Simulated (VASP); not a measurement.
Write the native input for VASP 6.6.1 that does the following.

| Item | Value |
| --- | --- |
| Task | single point |
| Functional | PBE |
| Potentials or basis | VASP PAW PBE potentials, release 64 (Ti_sv, Os, C) |
| Cutoff | 520 eV |
| k mesh | 4 × 4 × 4 |
| Occupations | gaussian, width 0.1 eV |
| Spin | no spin polarisation |
| Dipole correction | no |
| Further INCAR settings | ALGO = Normal; EDIFF = 1e-06; NBANDS = 38 |

The structure of Ti2OsC6 lies in POSCAR:

```
Ti2OsC6
1.0
    0.0000000000      3.3519419768      3.3519419768
    3.3519419768      0.0000000000      3.3519419768
    3.3519419768      3.3519419768      0.0000000000
Ti Os C
2 1 6
Direct
    0.2500000000      0.2500000000      0.2500000000
    0.7500000000      0.7500000000      0.7500000000
    0.5000000000      0.5000000000      0.5000000000
    0.8143332272      0.1856667728      0.1856667728
    0.1856667728      0.8143332272      0.8143332272
    0.1856667728      0.8143332272      0.1856667728
    0.8143332272      0.1856667728      0.8143332272
    0.1856667728      0.1856667728      0.8143332272
    0.8143332272      0.8143332272      0.1856667728
```

The cell was generated, and may not be a known phase.

These files were run (other wordings do the same):

INCAR

```
SYSTEM = Ti2OsC6
PREC     = Accurate       ! precision mode
ENCUT    = 520            ! plane-wave cutoff, eV
EDIFF    = 1E-6           ! SCF threshold, eV
ISMEAR   = 0              ! smearing method
SIGMA    = 0.1            ! smearing width, eV
LREAL    = .False.        ! projectors in reciprocal space
LASPH    = .True.         ! aspherical terms in the spheres
NELM     = 60             ! most SCF steps
ALGO     = Normal         ! electronic algorithm
ISIF     = 2              ! what is computed and relaxed
LWAVE    = .False.        ! write WAVECAR
LCHARG   = .False.        ! write CHGCAR
GGA      = PE             ! functional
NBANDS   = 38             ! bands
```

KPOINTS

```
regular mesh
0
Gamma
  4 4 4
  0 0 0
```

Potentials or basis: VASP PAW PBE potentials, release 64 (Ti_sv, Os, C).

Launch:

```bash
$ cat potpaw_PBE.64/Ti_sv/POTCAR potpaw_PBE.64/Os/POTCAR potpaw_PBE.64/C/POTCAR > POTCAR
$ mpirun -np 1 vasp_std > vasp.out
```

Results of the run:

```yaml
Pressure: 0.9 GPa
Largest_force: 0.085 eV/Å
Band_gap_on_the_k_mesh: zero (bands 28 and 29 overlap by 0.63 eV)
```

Caveat: the k points lie up to 0.41 Å⁻¹ apart, too coarse for converged energies and pressures of a metal; spin-orbit coupling is left out, which moves the levels of the heavy elements.

Wall time 17 s on 1 thread of AMD EPYC 9R45 96-Core Processor (Zen 5), with other jobs on the host, peak memory 0.18 GiB.
